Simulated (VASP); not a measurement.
# PtSe2 (P-3m1) in VASP: notebook

The runs below take PtSe2 through single point, with r2SCAN.

All numbers are computed with VASP 6.6.1; they aren't measurements. Logs are shortened: lines on timing, memory, paths and dates and some standing lists are left out, and cuts for length are marked.

## 1. The cell of the first run

The structure is trigonal, space group P-3m1 (No. 164). Conventional cell: a = 3.792 Å, b = 3.792 Å, c = 5.752 Å, α = 90.00°, β = 90.00°, γ = 120.00°. Within 3.4 Å of Pt (site symmetry -3m) lie 6 Se at 2.55 Å. Se (site symmetry 3m) has 3 Pt at 2.55 Å and 3 Se at 3.41 Å within 3.5 Å.

## 2. Single point, r2SCAN (biaxial strain in the a-b plane: +2.0 %)

The input, POSCAR:

```
PtSe2
1.0
    3.7918319262      0.0000000000      0.0000000000
   -1.8959159631      3.2838227750      0.0000000000
    0.0000000000      0.0000000000      5.7519908104
Pt Se
1 2
Direct
    0.0000000000      0.0000000000      0.0000000000
    0.6666666667      0.3333333333      0.7727820324
    0.3333333333      0.6666666667      0.2272179676
```

The input, INCAR.step1:

```
SYSTEM = PtSe2
PREC = Accurate
ENCUT = 520
ISMEAR = 0
SIGMA = 0.02
LREAL = .False.
LASPH = .True.
NELM = 80
NBANDS = 18
GGA = PE
ALGO = Normal
EDIFF = 1E-4
LWAVE = .True.
LCHARG = .False.
```

The input, INCAR.step2:

```
SYSTEM = PtSe2
PREC = Accurate
ENCUT = 520
EDIFF = 1E-6
ISMEAR = 0
SIGMA = 0.02
LREAL = .False.
LASPH = .True.
NELM = 80
ALGO = Normal
ISIF = 2
LWAVE = .False.
LCHARG = .False.
METAGGA = R2SCAN
LMIXTAU = .True.
NBANDS = 18
ISTART = 1
```

The input, KPOINTS:

```
Automatic mesh
0
Gamma
  12 12 6
  0 0 0
```

Potentials or basis: VASP PAW PBE potentials, release 64 (Pt, Se).

Started as:

```bash
cat potpaw_PBE.64/Pt/POTCAR potpaw_PBE.64/Se/POTCAR > POTCAR
cp INCAR.step1 INCAR
mpirun -np 1 vasp_std > vasp.out
cp INCAR.step2 INCAR
mpirun -np 1 vasp_std > vasp.out
```

OUTCAR:

```text
SYSTEM = PtSe2
   PREC = Accurate
   ENCUT = 520
   EDIFF = 1E-6
   ISMEAR = 0
   LREAL = .False.
   LASPH = .True.
   NELM = 80
   ISIF = 2
   METAGGA = R2SCAN
   ISTART = 1

 ion  position               nearest neighbor table
   1  0.000  0.000  0.000-   2 2.55   3 2.55   2 2.55   3 2.55   2 2.55   3 2.55
   2  0.667  0.333  0.773-   1 2.55   1 2.55   1 2.55
   3  0.333  0.667  0.227-   1 2.55   1 2.55   1 2.55

  LATTYP: Found a hexagonal cell.
 ALAT       =     3.7918319262
 C/A-ratio  =     1.5169424495

  Lattice vectors:

 A1 = (   3.7918319262,   0.0000000000,   0.0000000000)
 A2 = (  -1.8959159631,   3.2838227750,   0.0000000000)
 A3 = (   0.0000000000,   0.0000000000,   5.7519908104)

Analysis of symmetry for initial positions (statically):
=====================================================================
 Subroutine PRICEL returns:
 Original cell was already a primitive cell.

 Routine SETGRP: Setting up the symmetry group for a
 hexagonal supercell.

 Subroutine GETGRP returns: Found 12 space group operations
 (whereof 12 operations were pure point group operations)
 out of a pool of 24 trial point group operations.

The static configuration has the point symmetry D_3d.

Analysis of symmetry for dynamics (positions and initial velocities):
=====================================================================
 Subroutine PRICEL returns:
 Original cell was already a primitive cell.

 Routine SETGRP: Setting up the symmetry group for a
 hexagonal supercell.

 Subroutine GETGRP returns: Found 12 space group operations
 (whereof 12 operations were pure point group operations)
 out of a pool of 24 trial point group operations.

The dynamic configuration has the point symmetry D_3d.

 Subroutine INISYM returns: Found 12 space group operations
 (whereof 12 operations are pure point group operations),
 and found     1 'primitive' translations

----------------------------------------------------------------------------------------

                                     Primitive cell

  volume of cell :      71.6221

  direct lattice vectors                    reciprocal lattice vectors
     3.791831926  0.000000000  0.000000000     0.263724769  0.152261567  0.000000000
    -1.895915963  3.283822775  0.000000000     0.000000000  0.304523133  0.000000000
     0.000000000  0.000000000  5.751990810     0.000000000  0.000000000  0.173852851

  length of vectors
     3.791831926  3.791831926  5.751990810     0.304523133  0.304523133  0.173852851

  position of ions in fractional coordinates (direct lattice)
     0.000000000  0.000000000  0.000000000
     0.666666667  0.333333333  0.772782032
     0.333333333  0.666666667  0.227217968

  ion indices of the primitive-cell ions
   primitive index   ion index
                 1           1
                 2           2
                 3           3

----------------------------------------------------------------------------------------

 KPOINTS: Automatic mesh

Automatic generation of k-mesh.
 Grid dimensions read from file:
 generate k-points for:   12   12    6

 Generating k-lattice:

  Cartesian coordinates                     Fractional coordinates (reciprocal lattice)
     0.021977064  0.012688464  0.000000000     0.083333333  0.000000000  0.000000000
     0.000000000  0.025376928  0.000000000     0.000000000  0.083333333  0.000000000
     0.000000000  0.000000000  0.028975475     0.000000000  0.000000000  0.166666667

  Length of vectors
     0.025376928  0.025376928  0.028975475

  Shift w.r.t. Gamma in fractional coordinates (k-lattice)
     0.000000000  0.000000000  0.000000000

 Subroutine IBZKPT returns following result:
 ===========================================

 Found    100 irreducible k-points:

 Following reciprocal coordinates:
            Coordinates               Weight
  0.000000  0.000000  0.000000      1.000000
  0.083333  0.000000  0.000000      6.000000
  0.166667  0.000000  0.000000      6.000000
  0.250000  0.000000  0.000000      6.000000
  0.333333  0.000000  0.000000      6.000000
  0.416667  0.000000  0.000000      6.000000
[... 16 lines left out ...]
  0.166667  0.000000  0.166667      6.000000
  0.000000  0.166667  0.166667      6.000000
 [... further k-points ...]
   k-points           NKPTS =    100   k-points in BZ     NKDIM =    100   number of bands    NBANDS=     18
   number of dos      NEDOS =    301   number of ions     NIONS =      3
   total plane-waves  NPLWV =  37632
   dimension x,y,z NGX =    28 NGY =   28 NGZ =   48
   dimension x,y,z NGXF=    56 NGYF=   56 NGZF=   96
   ions per type =               1   2
   NGX,Y,Z   is equivalent  to a cutoff of  12.28, 12.28, 13.87 a.u.
   NGXF,Y,Z  is equivalent  to a cutoff of  24.55, 24.55, 27.75 a.u.
 SYSTEM =  PtSe2
   PREC   = accura    normal or accurate (medium, high low for compatibility)
   ISTART =      1    job   : 0-new  1-cont  2-samecut
   ICHARG =      0    charge: 1-file 2-atom 10-const
   ISPIN  =      1    spin polarized calculation?
   LNONCOLLINEAR =      F non collinear calculations
   LSORBIT =      F    spin-orbit coupling
   LASPH  =      T    aspherical Exc in radial PAW
   ENCUT  =  520.0 eV  38.22 Ry    6.18 a.u.   7.05  7.05 10.69*2*pi/ulx,y,z
   NELM   =     80;   NELMIN=  2; NELMDL=  0     # of ELM steps
   EDIFF  = 0.1E-05   stopping-criterion for ELM
   LREAL  =      F    real-space projection
   EDIFFG = 0.1E-04   stopping-criterion for IOM
   NSW    =      0    number of steps for IOM
   IBRION =     -1    ionic relax: 0-MD 1-quasi-New 2-CG
   NFREE  =      0    steps in history (QN), initial steepest desc. (CG)
   ISIF   =      2    stress and relaxation
   ISYM   =      2    0-nonsym 1-usesym 2-fastsym
   POTIM  = 0.5000    time-step for ionic-motion
   TEBEG  =    0.0;   TEEND  =   0.0 temperature during run
   PSTRESS=    0.0 pullay stress
   NELECT =      22.0000    total number of electrons
   NUPDOWN=      -1.0000    fix difference up-down
   EMIN   =  10.00;   EMAX   =-10.00  energy-range for DOS
   EFERMI =   0.00;   METHOD = LEGACY
   ISMEAR =     0;   SIGMA  =   0.02  broadening in eV -4-tet -1-fermi 0-gaus
   EFERMI_NEDOS =   21; number of points for ismear=-14 and -15
   IALGO  =     38    algorithm
   IMIX   =      4    mixing-type and parameters
     AMIX     =   0.40;   BMIX     =  1.00
     AMIX_MAG =   1.60;   BMIX_MAG =  1.00
  volume/ion in A,a.u.               =      23.87       161.11
  Fermi-wavevector in a.u.,A,eV,Ry     =   1.104587  2.087367 16.600648  1.220113
  Thomas-Fermi vector in A             =   2.241062
   LORBIT       =      0    0 simple, 1 ext, 2 COOP (PROOUT), +10 PAW based schemes
   METAGGA = R2SCAN    functional components
   LHFCALC =     F    Hartree Fock is set to
   AEXX    =    0.0000 exact exchange contribution
   IVDW    =     0    specifies the selected vdW correction
   LEPSILON=     F    determine dielectric tensor
   LRPA    =     F    only Hartree local field effects (RPA)
 non-spin polarized calculation
 Gauss-broadening in eV      SIGMA  =   0.02
  energy-cutoff  :      520.00
  volume of cell :       71.62
 maximum number of plane-waves:      1944
   NGX = 15   NGY = 15   NGZ = 21

 number of electron      22.0000000 magnetization

 Free energy of the ion-electron system (eV)
  ---------------------------------------------------
  ext. energy  EPLUGINS =         0.00000000
  ---------------------------------------------------
  free energy    TOTEN  =       -81.45681751 eV

  energy without entropy =      -81.45681751  energy(sigma->0) =      -81.45681751

 E-fermi :   4.2206     XC(G=0): -10.2693

 val. band max:        4.1079383233   @ k =   0.0833   0.0000   0.0000
 cond. band min:       4.5081456092   @ k =   0.0000   0.2500   0.3333
 fundamental gap:      0.4002072859
 Fermi energy:         4.2206081670

 k-point     1 :       0.0000    0.0000    0.0000
  band No.  band energies     occupation
      1     -11.0350      2.00000
      2      -8.9706      2.00000
      3      -2.0928      2.00000
      4      -1.7108      2.00000
      5      -1.7108      2.00000
      6       0.5446      2.00000
[... 10 lines left out ...]
     17      12.2048      0.00000
     18      15.1519      0.00000

 k-point     2 :       0.0833    0.0000    0.0000
  band No.  band energies     occupation
      1     -10.9628      2.00000
      2      -8.9860      2.00000
      3      -2.0110      2.00000
      4      -1.6876      2.00000
      5      -1.6642      2.00000
      6       0.4496      2.00000
[... 10 lines left out ...]
     17      12.4690      0.00000
     18      14.9539      0.00000

 k-point     3 :       0.1667    0.0000    0.0000
  band No.  band energies     occupation
      1     -10.7548      2.00000
      2      -9.0297      2.00000
      3      -1.7968      2.00000
      4      -1.5897      2.00000
      5      -1.5374      2.00000
      6       0.0872      2.00000
[... 10 lines left out ...]
     17      13.0961      0.00000
     18      13.9506      0.00000

 k-point     4 :       0.2500    0.0000    0.0000
  band No.  band energies     occupation
      1     -10.4395      2.00000
      2      -9.0959      2.00000
      3      -1.6503      2.00000
      4      -1.3750      2.00000
      5      -1.2788      2.00000
      6      -0.5452      2.00000
[... 375 lines left out ...]
      4      -1.6659      2.00000
      5      -1.6293      2.00000
      6       0.4411      2.00000
[... 10 lines left out ...]
     17      12.5484      0.00000
     18      14.2744      0.00000

 k-point    23 :       0.1667    0.0000    0.1667
  band No.  band energies     occupation
      1     -10.7108      2.00000
      2      -9.1097      2.00000
      3      -1.7473      2.00000
      4      -1.5245      2.00000
      5      -1.5041      2.00000
      6       0.1074      2.00000
[... 10 lines left out ...]
     17      12.8257      0.00000
     18      13.6853      0.00000

 k-point    24 :       0.0000    0.1667    0.1667
  band No.  band energies     occupation
      1     -10.7151      2.00000
      2      -9.0998      2.00000
      3      -1.8645      2.00000
      4      -1.5463      2.00000
      5      -1.3949      2.00000
      6       0.0533      2.00000
[... 10 lines left out ...]
     17      13.3404      0.00000
     18      13.3492      0.00000

 [... further k-points ...]

------------------------ aborting loop because EDIFF is reached ----------------------------------------

  FORCE on cell =-STRESS in cart. coord.  units (eV):
  Direction    XX          YY          ZZ          XY          YZ          ZX
  --------------------------------------------------------------------------------------
  -------------------------------------------------------------------------------------
  Total       -2.2160202     -2.2160202     -1.0960597     -0.0000000      0.0000000      0.0000000
  in kB      -49.5721002    -49.5721002    -24.5187205     -0.0000000      0.0000000      0.0000000
  external PRESSURE =     -41.2209737 kB  Pullay stress =       0.0000000 kB

 VOLUME and BASIS-vectors are now :
 -----------------------------------------------------------------------------
  energy-cutoff  :      520.00
  volume of cell :       71.62
      direct lattice vectors                 reciprocal lattice vectors
     3.791831926  0.000000000  0.000000000     0.263724769  0.152261567  0.000000000
    -1.895915963  3.283822775  0.000000000     0.000000000  0.304523133  0.000000000
     0.000000000  0.000000000  5.751990810     0.000000000  0.000000000  0.173852851

 POSITION                                       TOTAL-FORCE (eV/Angst)
 -----------------------------------------------------------------------------------
      0.00000      0.00000      0.00000        -0.000000      0.000000      0.000000
      1.89592      1.09461      4.44504        -0.000000      0.000000      0.366564
     -0.00000      2.18922      1.30696         0.000000     -0.000000     -0.366564
 -----------------------------------------------------------------------------------
    total drift:                                0.000000     -0.000000     -0.000000

  FREE ENERGIE OF THE ION-ELECTRON SYSTEM (eV)
  ---------------------------------------------------
  free  energy   TOTEN  =       -81.4568175098 eV

  energy  without entropy=      -81.4568175098  energy(sigma->0) =      -81.45681751
```

Run time: 3.2 min. Hardware: 1 thread of Intel Xeon 6975P-C (Granite Rapids), shared host; peak memory 0.29 GiB.

What came out:

```
Free energy            : -81.4568 eV
Pressure               : -4.1 GPa
Largest force          : 0.367 eV/Å
Band gap on the k mesh : 0.40 eV (least direct gap 0.83 eV)
```

Forces on the atoms (eV/Å):
```
Pt   0.000  0.000  0.000
Se   0.000  0.000  0.367
Se   0.000  0.000 -0.367
```

Caveat: the cell differs from its parent crystal (biaxial strain in the a-b plane: +2.0 %); the cell stands under tension; the PAW data sets were made with another functional, which shifts forces and pressure a little; spin-orbit coupling is left out, which moves the levels of the heavy elements.

## 3. Single point, r2SCAN (biaxial strain in the a-b plane: +3.0 %)

The input, POSCAR:

```
PtSe2
1.0
    3.8290067490      0.0000000000      0.0000000000
   -1.9145033745      3.3160171159      0.0000000000
    0.0000000000      0.0000000000      5.7170596922
Pt Se
1 2
Direct
    0.0000000000      0.0000000000      0.0000000000
    0.6666666667      0.3333333333      0.7701087072
    0.3333333333      0.6666666667      0.2298912928
```

The input, INCAR.step1:

```
  PREC = Accurate
  ENCUT = 520
  ISMEAR = 0
  SIGMA = 0.02
  LREAL = False
  LASPH = True
  NELM = 80
  NBANDS = 18
  GGA = PE
  ALGO = Normal
  EDIFF = 1E-4
  LWAVE = True
  LCHARG = False
```

The input, INCAR.step2:

```
  PREC = Accurate
  ENCUT = 520
  EDIFF = 1E-6
  ISMEAR = 0
  SIGMA = 0.02
  LREAL = False
  LASPH = True
  NELM = 80
  ALGO = Normal
  ISIF = 2
  LWAVE = False
  LCHARG = False
  METAGGA = R2SCAN
  LMIXTAU = True
  NBANDS = 18
  ISTART = 1
```

The input, KPOINTS:

```
regular mesh
0
Gamma
  12 12 6
```

Potentials or basis: VASP PAW PBE potentials, release 64 (Pt, Se).

Started as:

```bash
cat potpaw_PBE.64/Pt/POTCAR potpaw_PBE.64/Se/POTCAR > POTCAR
cp INCAR.step1 INCAR
mpirun -np 1 vasp_std > vasp.out
cp INCAR.step2 INCAR
mpirun -np 1 vasp_std > vasp.out
```

It took 3.3 min on 1 thread of Intel Xeon 6975P-C (Granite Rapids), shared host; peak memory 0.29 GiB.

Results (log left out):

* Free energy: -81.3957 eV
* Pressure: -6.4 GPa
* Largest force: 0.622 eV/Å
* Band gap on the k mesh: 0.30 eV (least direct gap 0.76 eV)

Forces in eV/Å, atoms in the order of the input:
```
Pt   0.000  0.000  0.000
Se   0.000  0.000  0.622
Se   0.000  0.000 -0.622
```

Stress tensor (GPa, compression positive):
```
-7.50  0.00  0.00
 0.00 -7.50  0.00
 0.00  0.00 -4.05
```

Levels at points of the mesh, in eV from the valence-band top:
| k point | band 9 | band 10 | band 11 | band 12 | band 13 | band 14 |
| --- | --- | --- | --- | --- | --- | --- |
| (0.00, 0.00, 0.00) | -0.83 | -0.83 | 0.00 | 1.90 | 1.90 | 4.19 |
| (0.50, 0.00, 0.00) | -2.77 | -2.72 | -2.64 | 1.18 | 2.14 | 4.67 |
| (0.00, 0.00, 0.50) | -1.66 | -0.99 | -0.99 | 2.21 | 2.21 | 5.39 |
| (0.50, 0.00, 0.50) | -2.80 | -2.50 | -1.44 | 1.58 | 1.62 | 4.38 |

Caveat: the cell differs from its parent crystal (biaxial strain in the a-b plane: +3.0 %); the cell stands under tension; the PAW data sets were made with another functional, which shifts forces and pressure a little; spin-orbit coupling is left out, which moves the levels of the heavy elements.
